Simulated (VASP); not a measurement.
# La (P6/mmm) in VASP: a series of runs, part 2 of 2

VASP 6.6.1. The steps go on from the part before.

**3. Single point, PBE**

INCAR reads:

```
SYSTEM = La
  PREC = Accurate
  ENCUT = 520
  EDIFF = 1E-7
  ISMEAR = -1
  SIGMA = 0.1
  LREAL = .False.
  LASPH = .True.
  NELM = 100
  ALGO = Normal
  ISIF = 2
  LWAVE = .False.
  LCHARG = .False.
  GGA = PE
  NBANDS = 24
```

KPOINTS reads:

```
regular mesh
0
Gamma
  7 7 10
  0 0 0
```

POSCAR reads:

```
La
1.0
    5.3340939725      0.0000000000      0.0000000000
   -2.6670469862      4.6194608864      0.0000000000
    0.0000000000      0.0000000000      3.1881905410
La
3
Direct
    0.0000000000      0.0000000000      0.0000000000
    0.3333333333      0.6666666667      0.5000000000
    0.6666666667      0.3333333333      0.5000000000
```

Potentials or basis: VASP PAW PBE potentials, release 64 (La).

Launch:

```sh
$ cat potpaw_PBE.64/La/POTCAR > POTCAR
$ mpirun -np 1 vasp_std > vasp.out
```

OUTCAR:

```text
SYSTEM = La
   PREC = Accurate
   ENCUT = 520
   EDIFF = 1E-7
   ISMEAR = -1
   LREAL = .False.
   LASPH = .True.
   NELM = 100
   ISIF = 2
   GGA = PE

 ion  position               nearest neighbor table
   1  0.000  0.000  0.000-   2 3.47   3 3.47   2 3.47   3 3.47   3 3.47   3 3.47   2 3.47   2 3.47
                             3 3.47   3 3.47   2 3.47   2 3.47
   2  0.333  0.667  0.500-   3 3.08   3 3.08   3 3.08   1 3.47   1 3.47   1 3.47   1 3.47   1 3.47
                             1 3.47
   3  0.667  0.333  0.500-   2 3.08   2 3.08   2 3.08   1 3.47   1 3.47   1 3.47   1 3.47   1 3.47
                             1 3.47

  LATTYP: Found a hexagonal cell.
 ALAT       =     5.3340939725
 C/A-ratio  =     0.5977004825

  Lattice vectors:

 A1 = (   5.3340939725,   0.0000000000,   0.0000000000)
 A2 = (  -2.6670469862,   4.6194608864,   0.0000000000)
 A3 = (   0.0000000000,   0.0000000000,   3.1881905410)

Analysis of symmetry for initial positions (statically):
=====================================================================
 Subroutine PRICEL returns:
 Original cell was already a primitive cell.

 Routine SETGRP: Setting up the symmetry group for a
 hexagonal supercell.

 Subroutine GETGRP returns: Found 24 space group operations
 (whereof 24 operations were pure point group operations)
 out of a pool of 24 trial point group operations.

The static configuration has the point symmetry D_6h.

Analysis of symmetry for dynamics (positions and initial velocities):
=====================================================================
 Subroutine PRICEL returns:
 Original cell was already a primitive cell.

 Routine SETGRP: Setting up the symmetry group for a
 hexagonal supercell.

 Subroutine GETGRP returns: Found 24 space group operations
 (whereof 24 operations were pure point group operations)
 out of a pool of 24 trial point group operations.

The dynamic configuration has the point symmetry D_6h.

[... 111 lines left out ...]
   NELECT =      33.0000    total number of electrons
   NUPDOWN=      -1.0000    fix difference up-down
   EMIN   =  10.00;   EMAX   =-10.00  energy-range for DOS
   EFERMI =   0.00;   METHOD = LEGACY
   ISMEAR =    -1;   SIGMA  =   0.10  broadening in eV -4-tet -1-fermi 0-gaus
   EFERMI_NEDOS =   21; number of points for ismear=-14 and -15
   IALGO  =     38    algorithm
   IMIX   =      4    mixing-type and parameters
     AMIX     =   0.40;   BMIX     =  1.00
     AMIX_MAG =   1.60;   BMIX_MAG =  1.00
  volume/ion in A,a.u.               =      26.19       176.71
  Fermi-wavevector in a.u.,A,eV,Ry     =   1.226067  2.316930 20.452813  1.503239
  Thomas-Fermi vector in A             =   2.361081
   LORBIT       =      0    0 simple, 1 ext, 2 COOP (PROOUT), +10 PAW based schemes
   GGA     = PE    functional components
   LHFCALC =     F    Hartree Fock is set to
   AEXX    =    0.0000 exact exchange contribution
   IVDW    =     0    specifies the selected vdW correction
   LEPSILON=     F    determine dielectric tensor
   LRPA    =     F    only Hartree local field effects (RPA)
 non-spin polarized calculation
  energy-cutoff  :      520.00
  volume of cell :       78.56
 maximum number of plane-waves:      2138
 NGX is ok and might be reduce to    40
   NGX = 19   NGY = 19   NGZ = 11

 number of electron      32.9999997 magnetization

 Free energy of the ion-electron system (eV)
  ---------------------------------------------------
  ext. energy  EPLUGINS =         0.00000000
  ---------------------------------------------------
  free energy    TOTEN  =       -13.39008944 eV

  energy without entropy =      -13.25861615  energy(sigma->0) =      -13.32435280

 E-fermi :  11.7795     XC(G=0): -11.0758

 val. band max:       11.7772132082   @ k =   0.2857   0.2857   0.4000
 cond. band min:      11.7809840100   @ k =   0.2857   0.2857   0.0000
 fundamental gap:      0.0037708018
 Fermi energy:        11.7795174832

 k-point     1 :       0.0000    0.0000    0.0000
  band No.  band energies     occupation
      1     -21.0719      2.00000
      2     -20.2740      2.00000
      3     -20.1297      2.00000
      4      -5.6219      2.00000
      5      -5.6219      2.00000
      6      -5.1094      2.00000
[... 637 lines left out ...]
     23      13.6482      0.00000
     24      14.0291      0.00000

 [... further k-points ...]
[... 5 lines left out ...]
  --------------------------------------------------------------------------------------
  -------------------------------------------------------------------------------------
  Total        7.3796165      7.3796165      7.3484268      0.0000000      0.0000000      0.0000000
  in kB      150.5040369    150.5040369    149.8679368      0.0000000      0.0000000      0.0000000
  external PRESSURE =     150.2920035 kB  Pullay stress =       0.0000000 kB

 VOLUME and BASIS-vectors are now :
 -----------------------------------------------------------------------------
  energy-cutoff  :      520.00
  volume of cell :       78.56
      direct lattice vectors                 reciprocal lattice vectors
     5.334093972  0.000000000  0.000000000     0.187473263  0.108237739  0.000000000
    -2.667046986  4.619460886  0.000000000     0.000000000  0.216475477  0.000000000
     0.000000000  0.000000000  3.188190541     0.000000000  0.000000000  0.313657539

 POSITION                                       TOTAL-FORCE (eV/Angst)
 -----------------------------------------------------------------------------------
      0.00000      0.00000      0.00000         0.000000      0.000000      0.000000
     -0.00000      3.07964      1.59410         0.000000      0.000000      0.000000
      2.66705      1.53982      1.59410        -0.000000      0.000000      0.000000
 -----------------------------------------------------------------------------------
    total drift:                                0.000000     -0.000000      0.000000

  FREE ENERGIE OF THE ION-ELECTRON SYSTEM (eV)
  ---------------------------------------------------
  free  energy   TOTEN  =       -13.3900894408 eV

  energy  without entropy=      -13.2586161523  energy(sigma->0) =      -13.32435280
```

Run time: 99 s. Hardware: 1 thread of Intel Xeon 6975P-C, shared host; peak memory 0.24 GiB.

Results:

```
Free energy : -13.3901 eV
Pressure    : 15.0 GPa
```

Levels at points of the mesh, in eV from the Fermi level:
```tsv
k point	band 14	band 15	band 16	band 17	band 18	band 19
(0.00, 0.00, 0.00)	-2.15	0.61	0.95	0.95	1.06	1.24
(0.00, 0.00, 0.50)	-2.95	-1.40	-1.40	0.67	1.18	1.37
```

Caveat: spin-orbit coupling is left out, which moves the levels of the heavy elements.
